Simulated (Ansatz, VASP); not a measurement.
## Two plane-wave programs on Bi

The input POSCAR:

```
Bi
1.0
    2.2675000000      1.3091417354      3.9380000000
   -2.2675000000      1.3091417354      3.9380000000
    0.0000000000     -2.6182834708      3.9380000000
Bi
2
Direct
    0.7660000000      0.7660000000      0.7660000000
    0.2340000000      0.2340000000      0.2340000000
```

The input INCAR.step1:

```
SYSTEM = Bi
PREC = Accurate
ENCUT = 550
ISMEAR = -1
SIGMA = 0.01
LREAL = .False.
LASPH = .True.
NELM = 120
NBANDS = 22
GGA = PE
ALGO = Normal
EDIFF = 1E-5
LWAVE = .True.
LCHARG = .False.
GGA_COMPAT = .False.
```

The input INCAR.step2:

```
SYSTEM = Bi
PREC = Accurate
ENCUT = 550
EDIFF = 1E-6
ISMEAR = -1
SIGMA = 0.01
LREAL = .False.
LASPH = .True.
NELM = 120
ALGO = Normal
ISIF = 2
LWAVE = .False.
LCHARG = .True.
METAGGA = R2SCAN
LMIXTAU = .True.
LUSE_VDW = .True.
IVDW_NL = 2
BPARAM = 11.95
CPARAM = 0.0093
LELF = .True.
LVHAR = .True.
NBANDS = 22
ISTART = 1
GGA_COMPAT = .False.
```

The input KPOINTS:

```
regular mesh
0
Gamma
  7 7 7
  0 0 0
```

File input.yaml:

```yaml
crystal:
  lattice: { a: 4.535, b: 4.535, c: 11.814, alpha: 90.0, beta: 90.0, gamma: 120.0 }
  space_group: 166
  reduce_to_primitive: true
  atoms:
    - { symbol: Bi, wyckoff: "6c", position: [0.0, 0.0, 0.766] }
hamiltonian:
  xc: r2scan
  pseudopotentials: { kind: paw }
  dispersion: rvv10
kpoints:
  mp_grid: { grid: [7, 7, 7] }
scf:
  occupations: { method: fermi_dirac, width: 0.01 }
  n_extra_bands: 6
output:
  forces: true
  stress: true
  eigenvalues: true
  dos: { projected: true, de: 0.05, nscf_kmesh: { grid: [11, 11, 11] } }
  write_density: true
  write_potential: true
  elf: true
  volumetric_format: npy
```

Alike in both runs: functional r2SCAN; dispersion rVV10; k mesh 7 × 7 × 7; occupations fermi-dirac, width 0.01 eV; no spin polarisation.

|  | VASP | Ansatz |
| --- | --- | --- |
| version | VASP 6.6.1 | Ansatz 0.2.0 |
| potentials or method | VASP PAW PBE potentials, release 64 (Bi_d) | Ansatz PAW |
| plane-wave cutoff (eV) | 550 | 500 |
| valence electrons in the cell | 30 | 30 |
| task | single point | projected density of states |

Ansatz gave:

| Property | Result |
| --- | --- |
| gap on the k mesh at the Fermi level (eV) | 0.29 |
| least direct gap on the mesh (eV) | 0.62 |
| pressure (GPa) | 0.3 |
| traceless stress, the component that is largest in VASP (GPa) | 0.09 |
| rms of the force components (eV/Å) | 0.022 |

Task: Estimate VASP's values.

Result: gap on the k mesh at the Fermi level (eV): 0.29; least direct gap on the mesh (eV): 0.62; pressure (GPa): 0.4; traceless stress, the component that is largest in VASP (GPa): 0.09; rms of the force components (eV/Å): 0.030.

VASP's potentials were made for PBE, not for r2SCAN. Atom by atom the forces differ by 0.008 eV/Å (rms over components).

Spin-orbit coupling is off throughout. Noted on Ansatz's run: odd divisions of the mesh miss points on the zone boundary, where band edges often lie, so the gap on the mesh can be too wide.
